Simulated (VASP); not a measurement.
# TaMo4 (P1) in VASP: single point with PBE

Aim: the single point of TaMo4 with PBE.

Everything below comes from runs of VASP 6.6.1. Logs are shortened: lines on timing, memory, paths and dates and some standing lists are left out, and cuts for length are marked.

### Step 1. The cell of the first run

The typed cell holds 10 atoms: a = 5.107 Å, b = 5.406 Å, c = 6.280 Å, α = 86.74°, β = 82.73°, γ = 88.88°.

### Step 2. Single point, PBE

The input, INCAR:

```
PREC = Accurate ; ENCUT = 520
EDIFF = 1E-6 ; ISMEAR = 0
SIGMA = 0.1 ; LREAL = False
LASPH = True ; NELM = 80
ALGO = Fast ; ISIF = 2
LWAVE = False ; LCHARG = True
GGA = PE ; LELF = True
LVHAR = True ; NBANDS = 78
```

The input, KPOINTS:

```
Automatic mesh
0
Gamma
  4 4 4
```

The input, POSCAR:

```
TaMo4
1.0
    5.1074608900      0.0000000000      0.0000000000
    0.1055520094      5.4051590118      0.0000000000
    0.7945896717      0.3420704745      6.2203689990
Ta Mo
2 8
Direct
    0.9633937726      0.4318924670      0.9738255380
    0.9574358259      0.9389395903      0.9493263139
    0.5579045208      0.1377722689      0.2451221926
    0.4133282578      0.6464364325      0.1542793303
    0.4608445816      0.1536602926      0.8826201161
    0.5696878227      0.6488762378      0.7703538628
    0.8044013547      0.1632919350      0.5717790580
    0.8148640003      0.6629433615      0.3658681789
    0.2382113258      0.3683915328      0.5494282407
    0.2199285378      0.8477958817      0.5373971687
```

Potentials or basis: VASP PAW PBE potentials, release 64 (Ta_pv, Mo_sv).

The run is started by

```
$ cat potpaw_PBE.64/Ta_pv/POTCAR potpaw_PBE.64/Mo_sv/POTCAR > POTCAR
$ mpirun -np 1 vasp_std > vasp.out
```

OUTCAR:

```text
PREC = Accurate
   ENCUT = 520
   EDIFF = 1E-6
   ISMEAR = 0
   LREAL = False
   LASPH = True
   NELM = 80
   ISIF = 2
   GGA = PE

 ion  position               nearest neighbor table
   1  0.963  0.432  0.974-   2 2.68   6 2.73   2 2.74   8 2.84   9 2.89   5 2.94   3 2.94   4 2.97
                             4 3.12   5 3.13   7 3.18   6 3.40
   2  0.957  0.939  0.949-   1 2.68   1 2.74   7 2.79   5 2.81   3 2.82  10 2.82   5 2.84   6 2.92
                             8 2.95   4 3.16   4 3.30   9 3.51
   3  0.558  0.138  0.245-   5 2.39   7 2.55   9 2.70  10 2.79   2 2.82   4 2.88   4 2.88   1 2.94
                             8 2.96   8 3.32
   4  0.413  0.646  0.154-   6 2.44   8 2.59  10 2.76   3 2.88   3 2.88   9 2.88   1 2.97   1 3.12
                             5 3.14   2 3.16   8 3.18   5 3.23   2 3.30
   5  0.461  0.154  0.883-   3 2.39   7 2.45   9 2.70   6 2.78   2 2.81   2 2.84   6 2.88   1 2.94
                             1 3.13   4 3.14  10 3.18   4 3.23
   6  0.570  0.649  0.770-   4 2.44  10 2.63   8 2.68   1 2.73   5 2.78   9 2.83   5 2.88   2 2.92
                             7 3.12   7 3.18   1 3.40
   7  0.804  0.163  0.572-   5 2.45   9 2.48   3 2.55  10 2.69   2 2.79   8 2.93   8 3.06   9 3.09
                             6 3.12   6 3.18   1 3.18
   8  0.815  0.663  0.366-   4 2.59   6 2.68  10 2.68   1 2.84   7 2.93   2 2.95   3 2.96   9 2.97
                             7 3.06   4 3.18  10 3.25   3 3.32   9 3.41
   9  0.238  0.368  0.549-   7 2.48  10 2.59   3 2.70   5 2.70  10 2.82   6 2.83   4 2.88   1 2.89
                             8 2.97   7 3.09   8 3.41   2 3.51
  10  0.220  0.848  0.537-   9 2.59   6 2.63   8 2.68   7 2.69   4 2.76   3 2.79   9 2.82   2 2.82
                             5 3.18   8 3.25

  LATTYP: Found a triclinic cell.
 ALAT       =     8.0500080075
 B/A-ratio  =     0.7801528753
 C/A-ratio  =     1.4742207236
 COS(alpha) =     0.0025855673
 COS(beta)  =     0.6082415641
 COS(gamma) =     0.7419216569

  Lattice vectors:

 A1 = (  -0.6890376623,   5.0630885373,  -6.2203689990)
 A2 = (  -0.7945896717,  -0.3420704745,  -6.2203689990)
 A3 = (  -4.8963568712,  10.8103180236,   0.0000000000)

Analysis of symmetry for initial positions (statically):
=====================================================================
 Subroutine PRICEL returns:
 Original cell was already a primitive cell.

 Routine SETGRP: Setting up the symmetry group for a
 triclinic supercell.

 Subroutine GETGRP returns: Found  1 space group operations
 (whereof  1 operations were pure point group operations)
 out of a pool of  2 trial point group operations.

The static configuration has the point symmetry C_1 .

Analysis of symmetry for dynamics (positions and initial velocities):
=====================================================================
 Subroutine PRICEL returns:
 Original cell was already a primitive cell.

 Routine SETGRP: Setting up the symmetry group for a
 triclinic supercell.

 Subroutine GETGRP returns: Found  1 space group operations
 (whereof  1 operations were pure point group operations)
 out of a pool of  2 trial point group operations.

The dynamic configuration has the point symmetry C_1 .

 Subroutine INISYM returns: Found  1 space group operations
 (whereof  1 operations are pure point group operations),
 and found     1 'primitive' translations

----------------------------------------------------------------------------------------

                                     Primitive cell

  volume of cell :     171.7235

  direct lattice vectors                    reciprocal lattice vectors
     5.107460890  0.000000000  0.000000000     0.195792003 -0.003823429 -0.024800204
     0.105552009  5.405159012  0.000000000     0.000000000  0.185008433 -0.010173982
     0.794589672  0.342070474  6.220368999     0.000000000  0.000000000  0.160762167

  length of vectors
     5.107460890  5.406189524  6.280236894     0.197393458  0.185287966  0.160762167

  position of ions in fractional coordinates (direct lattice)
     0.963393773  0.431892467  0.973825538
     0.957435826  0.938939590  0.949326314
     0.557904521  0.137772269  0.245122193
     0.413328258  0.646436433  0.154279330
     0.460844582  0.153660293  0.882620116
     0.569687823  0.648876238  0.770353863
     0.804401355  0.163291935  0.571779058
     0.814864000  0.662943361  0.365868179
     0.238211326  0.368391533  0.549428241
     0.219928538  0.847795882  0.537397169

  ion indices of the primitive-cell ions
   primitive index   ion index
                 1           1
                 2           2
                 3           3
                 4           4
                 5           5
                 6           6
                 7           7
                 8           8
                 9           9
                10          10

----------------------------------------------------------------------------------------

 KPOINTS: Automatic mesh

Automatic generation of k-mesh.
 Grid dimensions read from file:
 generate k-points for:    4    4    4

 Generating k-lattice:

  Cartesian coordinates                     Fractional coordinates (reciprocal lattice)
     0.048948001 -0.000955857 -0.006200051     0.250000000 -0.000000000  0.000000000
     0.000000000  0.046252108 -0.002543496     0.000000000  0.250000000  0.000000000
     0.000000000  0.000000000  0.040190542     0.000000000  0.000000000  0.250000000

  Length of vectors
     0.049348365  0.046321991  0.040190542

  Shift w.r.t. Gamma in fractional coordinates (k-lattice)
     0.000000000  0.000000000  0.000000000

 Subroutine IBZKPT returns following result:
 ===========================================

 Found     36 irreducible k-points:

 Following reciprocal coordinates:
            Coordinates               Weight
  0.000000  0.000000  0.000000      1.000000
  0.250000 -0.000000  0.000000      2.000000
  0.500000 -0.000000  0.000000      1.000000
  0.000000  0.250000  0.000000      2.000000
  0.250000  0.250000 -0.000000      2.000000
  0.500000  0.250000  0.000000      2.000000
[... 16 lines left out ...]
  0.000000 -0.250000  0.250000      2.000000
  0.250000 -0.250000  0.250000      2.000000
 [... further k-points ...]
   k-points           NKPTS =     36   k-points in BZ     NKDIM =     36   number of bands    NBANDS=     78
   number of dos      NEDOS =    301   number of ions     NIONS =     10
   total plane-waves  NPLWV =  76800
   dimension x,y,z NGX =    40 NGY =   40 NGZ =   48
   dimension x,y,z NGXF=    80 NGYF=   80 NGZF=   96
   ions per type =               2   8
   NGX,Y,Z   is equivalent  to a cutoff of  13.02, 12.30, 12.71 a.u.
   NGXF,Y,Z  is equivalent  to a cutoff of  26.04, 24.60, 25.41 a.u.
 SYSTEM =  unknown system
   PREC   = accura    normal or accurate (medium, high low for compatibility)
   ISTART =      0    job   : 0-new  1-cont  2-samecut
   ICHARG =      2    charge: 1-file 2-atom 10-const
   ISPIN  =      1    spin polarized calculation?
   LNONCOLLINEAR =      F non collinear calculations
   LSORBIT =      F    spin-orbit coupling
   LASPH  =      T    aspherical Exc in radial PAW
   ENCUT  =  520.0 eV  38.22 Ry    6.18 a.u.   9.50 10.05 11.68*2*pi/ulx,y,z
   NELM   =     80;   NELMIN=  2; NELMDL= -5     # of ELM steps
   EDIFF  = 0.1E-05   stopping-criterion for ELM
   LREAL  =      F    real-space projection
   EDIFFG = 0.1E-04   stopping-criterion for IOM
   NSW    =      0    number of steps for IOM
   IBRION =     -1    ionic relax: 0-MD 1-quasi-New 2-CG
   NFREE  =      0    steps in history (QN), initial steepest desc. (CG)
   ISIF   =      2    stress and relaxation
   ISYM   =      2    0-nonsym 1-usesym 2-fastsym
   POTIM  = 0.5000    time-step for ionic-motion
   TEBEG  =    0.0;   TEEND  =   0.0 temperature during run
   PSTRESS=    0.0 pullay stress
   NELECT =     134.0000    total number of electrons
   NUPDOWN=      -1.0000    fix difference up-down
   EMIN   =  10.00;   EMAX   =-10.00  energy-range for DOS
   EFERMI =   0.00;   METHOD = LEGACY
   ISMEAR =     0;   SIGMA  =   0.10  broadening in eV -4-tet -1-fermi 0-gaus
   EFERMI_NEDOS =   21; number of points for ismear=-14 and -15
   IALGO  =     68    algorithm
   IMIX   =      4    mixing-type and parameters
     AMIX     =   0.40;   BMIX     =  1.00
     AMIX_MAG =   1.60;   BMIX_MAG =  1.00
  volume/ion in A,a.u.               =      17.17       115.88
  Fermi-wavevector in a.u.,A,eV,Ry     =   1.507185  2.848167 30.907081  2.271606
  Thomas-Fermi vector in A             =   2.617804
   LORBIT       =      0    0 simple, 1 ext, 2 COOP (PROOUT), +10 PAW based schemes
   GGA     = PE    functional components
   LHFCALC =     F    Hartree Fock is set to
   AEXX    =    0.0000 exact exchange contribution
   IVDW    =     0    specifies the selected vdW correction
   LEPSILON=     F    determine dielectric tensor
   LRPA    =     F    only Hartree local field effects (RPA)
 non-spin polarized calculation
 RMM-DIIS sequential band-by-band and
 Gauss-broadening in eV      SIGMA  =   0.10
  energy-cutoff  :      520.00
  volume of cell :      171.72
 maximum number of plane-waves:      4646
 NGX is ok and might be reduce to    40
   NGX = 19   NGY = 21   NGZ = 23

 number of electron     134.0000000 magnetization

 Free energy of the ion-electron system (eV)
  ---------------------------------------------------
  ext. energy  EPLUGINS =         0.00000000
  ---------------------------------------------------
  free energy    TOTEN  =      -105.75449644 eV

  energy without entropy =     -105.70379308  energy(sigma->0) =     -105.72914476

 E-fermi :   9.9938     XC(G=0): -12.7650

 val. band max:        9.9898384875   @ k =   0.0000   0.0000   0.5000
 cond. band min:       9.9983579507   @ k =   0.2500   0.5000   0.0000
 fundamental gap:      0.0085194632
 Fermi energy:         9.9938030554

 k-point     1 :       0.0000    0.0000    0.0000
  band No.  band energies     occupation
      1     -50.9033      2.00000
      2     -50.7492      2.00000
      3     -50.7145      2.00000
      4     -50.6534      2.00000
      5     -50.6253      2.00000
      6     -50.5348      2.00000
[... 70 lines left out ...]
     77      11.8741      0.00000
     78      12.0274      0.00000
[... 1861 lines left out ...]
     77      11.9045      0.00000
     78      12.1397      0.00000

 [... further k-points ...]
[... 5 lines left out ...]
  --------------------------------------------------------------------------------------
  -------------------------------------------------------------------------------------
  Total        0.5940545      2.7702283      8.4080170     -1.5378226      0.0964715      3.6940538
  in kB        5.5425191     25.8461866     78.4466659    -14.3478605      0.9000771     34.4654635
  external PRESSURE =      36.6117906 kB  Pullay stress =       0.0000000 kB

 VOLUME and BASIS-vectors are now :
 -----------------------------------------------------------------------------
  energy-cutoff  :      520.00
  volume of cell :      171.72
      direct lattice vectors                 reciprocal lattice vectors
     5.107460890  0.000000000  0.000000000     0.195792003 -0.003823429 -0.024800204
     0.105552009  5.405159012  0.000000000     0.000000000  0.185008433 -0.010173982
     0.794589672  0.342070474  6.220368999     0.000000000  0.000000000  0.160762167

 POSITION                                       TOTAL-FORCE (eV/Angst)
 -----------------------------------------------------------------------------------
      5.73987      2.66756      6.05755         0.194754      0.487290      0.229292
      5.74350      5.39985      5.90516         0.696407     -0.837317      0.628545
      3.05879      0.82853      1.52475         0.122900      0.270973      0.864005
      2.30188      3.54687      0.95967        -0.319321      0.091992      0.168814
      3.07129      1.13248      5.49022        -0.606946      0.420671     -0.219069
      3.59026      3.77079      4.79189         0.059370      0.136459     -1.390536
      4.58001      1.07821      3.55668        -0.558166     -0.147480     -0.873768
      4.52258      3.70847      2.27584        -0.373636     -0.282445      0.095072
      1.69211      2.17916      3.41765         0.732079     -0.300644      0.318812
      1.63977      4.76630      3.34281         0.052559      0.160502      0.178833
 -----------------------------------------------------------------------------------
    total drift:                               -0.000214      0.000088     -0.000594

  FREE ENERGIE OF THE ION-ELECTRON SYSTEM (eV)
  ---------------------------------------------------
  free  energy   TOTEN  =      -105.7544964404 eV

  energy  without entropy=     -105.7037930823  energy(sigma->0) =     -105.72914476
```

Run time: 7.4 min. Hardware: 1 thread of Oxide Virtual Turin-like, shared host; peak memory 0.46 GiB.

What came out:

```
Free energy            : -105.7545 eV
Pressure               : 3.7 GPa
Largest force          : 1.398 eV/Å
Band gap on the k mesh : zero (bands 67 and 68 overlap by 0.28 eV)
```

Forces in eV/Å, atoms in the order of the input:
```
Ta   0.195  0.487  0.229
Ta   0.696 -0.837  0.629
Mo   0.123  0.271  0.864
Mo  -0.319  0.092  0.169
Mo  -0.607  0.421 -0.219
Mo   0.059  0.136 -1.391
Mo  -0.558 -0.147 -0.874
Mo  -0.374 -0.282  0.095
Mo   0.732 -0.301  0.319
Mo   0.053  0.161  0.179
```

Stress tensor (GPa, compression positive):
```
 0.55 -1.43  3.45
-1.43  2.58  0.09
 3.45  0.09  7.84
```

Caveat: the cell stands under pressure; spin-orbit coupling is left out, which moves the levels of the heavy elements; forces of over 1 eV/Å act on the atoms, so gaps and moduli don't describe the material at rest.
